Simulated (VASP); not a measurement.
**As: single point with PBE+D3(BJ)**

As, a slab with vacuum:

```
CELL_PARAMETERS angstrom
3.75000 0.00000 0.00000
-1.87500 3.24760 0.00000
0.00000 0.00000 28.57424
ATOMIC_POSITIONS crystal
As 0.33333 0.66667 0.50000
As 0.66667 0.33333 0.50000
```

```json
{
  "Program": "VASP 6.6.1",
  "Task": "single point",
  "Functional": "PBE",
  "Dispersion": "D3(BJ)",
  "Potentials or basis": "VASP PAW PBE potentials, release 64 (As)",
  "Cutoff": "520 eV",
  "k mesh": "9 × 9 × 1",
  "Occupations": "gaussian, width 0.02 eV",
  "Spin": "no spin polarisation"
}
```

The band gap on the k mesh is zero (bands 5 and 6 overlap by 0.73 eV). The dispersion energy per atom is -0.200 eV.

Levels at points of the mesh, in eV from the Fermi level:
| k point | band 1 | band 2 | band 3 | band 4 | band 5 | band 6 | band 7 | band 8 | band 9 | band 10 |
| --- | --- | --- | --- | --- | --- | --- | --- | --- | --- | --- |
| (0.00, 0.00, 0.00) | -16.24 | -5.15 | -4.25 | -4.25 | -3.04 | 1.70 | 1.70 | 2.62 | 3.83 | 4.14 |

It took 78 s on 1 thread of Intel(R) Xeon(R) Platinum 8259CL CPU @ 2.50GHz (Skylake/Cascade Lake), with other jobs on the host, peak memory 0.39 GiB.
